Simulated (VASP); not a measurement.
# InO (P6/mmm) in VASP: notebook

InO is run at these levels: PBE; tasks: relaxation of cell and atoms, single point.

All numbers are computed with VASP 6.6.1; they aren't measurements. Logs are shortened: lines on timing, memory, paths and dates and some standing lists are left out, and cuts for length are marked.

### Step 1. The cell of the first run

Symmetry: P6/mmm, No. 191, hexagonal system. The conventional cell has a = 7.252 Å, b = 7.252 Å, c = 3.313 Å, α = 90.00°, β = 90.00°, γ = 120.00°. In (site symmetry mmm) has 2 O at 2.09 Å within 2.8 Å. Within 2.8 Å of O (site symmetry -6m2) lie 3 In at 2.09 Å. O (site symmetry 6/mmm) has 8 O at 3.31 to 4.19 Å and 6 In at 3.63 Å within 4.4 Å.

The cell was built from a structure type or drawn by symmetry, and may not be a known phase.

### Step 2. Relaxation of cell and atoms, PBE

The input, INCAR:

```
SYSTEM = InO
ALGO = Normal
EDIFF = 1E-6
EDIFFG = -0.04
ENCUT = 600
GGA = PE
IBRION = 2
ISIF = 3
ISMEAR = 0
LASPH = .True.
LCHARG = .False.
LREAL = .False.
LWAVE = .False.
NELM = 100
NSW = 90
PREC = Accurate
SIGMA = 0.1
```

The input, KPOINTS:

```
k-points
0
Gamma
  3 3 6
  0 0 0
```

The input, POSCAR:

```
InO
1.0
    7.2523154182      0.0000000000      0.0000000000
   -3.6261577091      6.2806893884      0.0000000000
    0.0000000000      0.0000000000      3.3127826893
In O
3 3
Direct
    0.5000000000      0.0000000000      0.0000000000
    0.0000000000      0.5000000000      0.0000000000
    0.5000000000      0.5000000000      0.0000000000
    0.3333333333      0.6666666667      0.0000000000
    0.6666666667      0.3333333333      0.0000000000
    0.0000000000      0.0000000000      0.0000000000
```

Potentials or basis: VASP PAW PBE potentials, release 64 (In_d, O).

Started as:

```bash
$ cat potpaw_PBE.64/In_d/POTCAR potpaw_PBE.64/O/POTCAR > POTCAR
$ mpirun -np 1 vasp_std > vasp.out
```

OUTCAR:

```text
SYSTEM = InO
   EDIFF = 1E-6
   EDIFFG = -0.04
   ENCUT = 600
   GGA = PE
   IBRION = 2
   ISIF = 3
   ISMEAR = 0
   LASPH = .True.
   LREAL = .False.
   NELM = 100
   NSW = 90
   PREC = Accurate

 ion  position               nearest neighbor table
   1  0.500  0.000  0.000-   4 2.09   5 2.09   2 3.63   3 3.63   3 3.63   2 3.63
   2  0.000  0.500  0.000-   4 2.09   5 2.09   1 3.63   1 3.63   3 3.63   3 3.63
   3  0.500  0.500  0.000-   4 2.09   5 2.09   1 3.63   1 3.63   2 3.63   2 3.63
   4  0.333  0.667  0.000-   1 2.09   2 2.09   3 2.09
   5  0.667  0.333  0.000-   1 2.09   2 2.09   3 2.09
   6  0.000  0.000  0.000-

  LATTYP: Found a hexagonal cell.
 ALAT       =     7.2523154182
 C/A-ratio  =     0.4567896593

  Lattice vectors:

 A1 = (   7.2523154182,   0.0000000000,   0.0000000000)
 A2 = (  -3.6261577091,   6.2806893884,   0.0000000000)
 A3 = (   0.0000000000,   0.0000000000,   3.3127826893)

Analysis of symmetry for initial positions (statically):
=====================================================================
 Subroutine PRICEL returns:
 Original cell was already a primitive cell.

 Routine SETGRP: Setting up the symmetry group for a
 hexagonal supercell.

 Subroutine GETGRP returns: Found 24 space group operations
 (whereof 24 operations were pure point group operations)
 out of a pool of 24 trial point group operations.

The static configuration has the point symmetry D_6h.

Analysis of symmetry for dynamics (positions and initial velocities):
=====================================================================
 Subroutine PRICEL returns:
 Original cell was already a primitive cell.

 Routine SETGRP: Setting up the symmetry group for a
 hexagonal supercell.

 Subroutine GETGRP returns: Found 24 space group operations
 (whereof 24 operations were pure point group operations)
 out of a pool of 24 trial point group operations.

The dynamic configuration has the point symmetry D_6h.

 Subroutine INISYM returns: Found 24 space group operations
 (whereof 24 operations are pure point group operations),
 and found     1 'primitive' translations

----------------------------------------------------------------------------------------

                                     Primitive cell

  volume of cell :     150.8957

  direct lattice vectors                    reciprocal lattice vectors
     7.252315418  0.000000000  0.000000000     0.137886998  0.079609095  0.000000000
    -3.626157709  6.280689388  0.000000000     0.000000000  0.159218191  0.000000000
     0.000000000  0.000000000  3.312782689     0.000000000  0.000000000  0.301861032

  length of vectors
     7.252315418  7.252315418  3.312782689     0.159218191  0.159218191  0.301861032

  position of ions in fractional coordinates (direct lattice)
     0.500000000  0.000000000  0.000000000
     0.000000000  0.500000000  0.000000000
     0.500000000  0.500000000  0.000000000
     0.333333333  0.666666667  0.000000000
     0.666666667  0.333333333  0.000000000
     0.000000000  0.000000000  0.000000000

  ion indices of the primitive-cell ions
   primitive index   ion index
                 1           1
                 2           2
                 3           3
                 4           4
                 5           5
                 6           6

----------------------------------------------------------------------------------------

 KPOINTS: k-points

[... 61 lines left out ...]
   ISYM   =      2    0-nonsym 1-usesym 2-fastsym
   POTIM  = 0.5000    time-step for ionic-motion
   TEBEG  =    0.0;   TEEND  =   0.0 temperature during run
   PSTRESS=    0.0 pullay stress
   NELECT =      57.0000    total number of electrons
   NUPDOWN=      -1.0000    fix difference up-down
   EMIN   =  10.00;   EMAX   =-10.00  energy-range for DOS
   EFERMI =   0.00;   METHOD = LEGACY
   ISMEAR =     0;   SIGMA  =   0.10  broadening in eV -4-tet -1-fermi 0-gaus
   EFERMI_NEDOS =   21; number of points for ismear=-14 and -15
   IALGO  =     38    algorithm
   IMIX   =      4    mixing-type and parameters
     AMIX     =   0.40;   BMIX     =  1.00
     AMIX_MAG =   1.60;   BMIX_MAG =  1.00
  volume/ion in A,a.u.               =      25.15       169.72
  Fermi-wavevector in a.u.,A,eV,Ry     =   1.183425  2.236349 19.054893  1.400495
  Thomas-Fermi vector in A             =   2.319660
   LORBIT       =      0    0 simple, 1 ext, 2 COOP (PROOUT), +10 PAW based schemes
   GGA     = PE    functional components
   LHFCALC =     F    Hartree Fock is set to
   AEXX    =    0.0000 exact exchange contribution
   IVDW    =     0    specifies the selected vdW correction
   LEPSILON=     F    determine dielectric tensor
   LRPA    =     F    only Hartree local field effects (RPA)
 conjugate gradient relaxation of ions
 non-spin polarized calculation
 Gauss-broadening in eV      SIGMA  =   0.10
  energy-cutoff  :      600.00
  volume of cell :      150.90
 maximum number of plane-waves:      5078
 NGX is ok and might be reduce to    60
   NGX = 29   NGY = 29   NGZ = 13

--------------------------------------- Ionic step        1  -------------------------------------------

 number of electron      57.0000002 magnetization

 Free energy of the ion-electron system (eV)
  ---------------------------------------------------
  ext. energy  EPLUGINS =         0.00000000
  ---------------------------------------------------
  free energy    TOTEN  =       -21.98948839 eV

  energy without entropy =      -21.94236014  energy(sigma->0) =      -21.96592426

------------------------ aborting loop because EDIFF is reached ----------------------------------------

  FORCE on cell =-STRESS in cart. coord.  units (eV):
  Direction    XX          YY          ZZ          XY          YZ          ZX
  --------------------------------------------------------------------------------------
  -------------------------------------------------------------------------------------
  Total        0.5592813      0.5592813      0.0013960      0.0000000     -0.0000000      0.0000000
  in kB        5.9383251      5.9383251      0.0148221      0.0000000     -0.0000000      0.0000000
  external PRESSURE =       3.9638241 kB  Pullay stress =       0.0000000 kB

 VOLUME and BASIS-vectors are now :
 -----------------------------------------------------------------------------
  energy-cutoff  :      600.00
  volume of cell :      150.90
      direct lattice vectors                 reciprocal lattice vectors
     7.252315418  0.000000000  0.000000000     0.137886998  0.079609095  0.000000000
    -3.626157709  6.280689388  0.000000000     0.000000000  0.159218191  0.000000000
     0.000000000  0.000000000  3.312782689     0.000000000  0.000000000  0.301861032

 POSITION                                       TOTAL-FORCE (eV/Angst)
 -----------------------------------------------------------------------------------
      3.62616      0.00000      0.00000        -0.000000      0.000000      0.000000
     -1.81308      3.14034      0.00000         0.000000      0.000000      0.000000
      1.81308      3.14034      0.00000        -0.000000      0.000000      0.000000
     -0.00000      4.18713      0.00000        -0.000000      0.000000      0.000000
      3.62616      2.09356      0.00000         0.000000      0.000000     -0.000000
      0.00000      0.00000      0.00000        -0.000000      0.000000      0.000000
 -----------------------------------------------------------------------------------
    total drift:                                0.000000      0.000000     -0.000000

  FREE ENERGIE OF THE ION-ELECTRON SYSTEM (eV)
  ---------------------------------------------------
  free  energy   TOTEN  =       -21.9894883864 eV

  energy  without entropy=      -21.9423601435  energy(sigma->0) =      -21.96592426

--------------------------------------- Ionic step        2  -------------------------------------------

 number of electron      57.0000012 magnetization

 Free energy of the ion-electron system (eV)
  ---------------------------------------------------
  ext. energy  EPLUGINS =         0.00000000
  ---------------------------------------------------
  free energy    TOTEN  =       -21.99172970 eV

  energy without entropy =      -21.94089105  energy(sigma->0) =      -21.96631037

 E-fermi :   2.5797     XC(G=0):  -8.2813

 val. band max:        2.5716380429   @ k =   0.0000   0.0000   0.5000
 cond. band min:       2.6188371902   @ k =   0.3333   0.3333   0.5000
 fundamental gap:      0.0471991473
 Fermi energy:         2.5796872078

 k-point     1 :       0.0000    0.0000    0.0000
  band No.  band energies     occupation
      1     -17.1392      2.00000
      2     -16.3127      2.00000
      3     -12.4701      2.00000
      4     -12.4701      2.00000
      5     -12.4441      2.00000
      6     -12.3339      2.00000
[... 433 lines left out ...]
     33       4.7573      0.00000
     34       5.7137      0.00000

------------------------ aborting loop because EDIFF is reached ----------------------------------------

  FORCE on cell =-STRESS in cart. coord.  units (eV):
  Direction    XX          YY          ZZ          XY          YZ          ZX
  --------------------------------------------------------------------------------------
  -------------------------------------------------------------------------------------
  Total       -0.0346735     -0.0346735      0.0080669      0.0000000      0.0000000      0.0000000
  in kB       -0.3648628     -0.3648628      0.0848866      0.0000000      0.0000000      0.0000000
  external PRESSURE =      -0.2149463 kB  Pullay stress =       0.0000000 kB

 VOLUME and BASIS-vectors are now :
 -----------------------------------------------------------------------------
  energy-cutoff  :      600.00
  volume of cell :      152.26
      direct lattice vectors                 reciprocal lattice vectors
     7.284928134  0.000000000  0.000000000     0.137269714  0.079252706  0.000000000
    -3.642464067  6.308932829  0.000000000     0.000000000  0.158505412  0.000000000
     0.000000000 -0.000000000  3.312819873     0.000000000 -0.000000000  0.301857643

 POSITION                                       TOTAL-FORCE (eV/Angst)
 -----------------------------------------------------------------------------------
      3.64246      0.00000      0.00000        -0.000000      0.000000      0.000000
     -1.82123      3.15447      0.00000        -0.000000     -0.000000      0.000000
      1.82123      3.15447      0.00000        -0.000000      0.000000      0.000000
     -0.00000      4.20596      0.00000         0.000000      0.000000      0.000000
      3.64246      2.10298      3.31282        -0.000000     -0.000000     -0.000000
      7.28493      0.00000      0.00000        -0.000000      0.000000      0.000000
 -----------------------------------------------------------------------------------
    total drift:                                0.000000      0.000000     -0.000000

  FREE ENERGIE OF THE ION-ELECTRON SYSTEM (eV)
  ---------------------------------------------------
  free  energy   TOTEN  =       -21.9917296979 eV

  energy  without entropy=      -21.9408910493  energy(sigma->0) =      -21.96631037

 reached required accuracy - stopping structural energy minimisation
```

Run time: 92 s. Hardware: 1 thread of Intel Xeon 6975P-C (Granite Rapids), shared host; peak memory 0.34 GiB.

What came out:

```yaml
Free_energy: -21.9917 eV
Relaxed_volume: 25.38 Å³/atom
Relaxed_cell: a = 7.285 Å, b = 7.285 Å, c = 3.313 Å, α = 90.00°, β = 90.00°, γ = 120.00°
Space_group_after_relaxing_to_0.1_Å: P6/mmm (No. 191)
Energy_gained_by_relaxing: 0.4 meV/atom
Ionic_steps: 2
Pressure_after_relaxing: 0.0 GPa
Band_gap_on_the_k_mesh: zero (an odd number of electrons rules out a gap without spin polarisation)
```

Step by step:
```tsv
step	energy change (eV)	largest force (eV/Å)	pressure (GPa)	volume (Å³)
1	0.0000	0.0000	0.40	150.90
2	-0.0022	0.0000	-0.02	152.26
```

Final structure:
```
CELL_PARAMETERS angstrom
7.28493 0.00000 0.00000
-3.64246 6.30893 0.00000
0.00000 0.00000 3.31282
ATOMIC_POSITIONS crystal
In 0.50000 0.00000 0.00000
In 0.00000 0.50000 0.00000
In 0.50000 0.50000 0.00000
O 0.33333 0.66667 0.00000
O 0.66667 0.33333 0.00000
O 0.00000 0.00000 0.00000
```

Caveat: spin-orbit coupling is left out, which moves the levels of the heavy elements; an odd number of electrons without spin polarisation forces a metal; a magnetic or distorted state may lie lower.

(Part 1 of 2 ends here.)
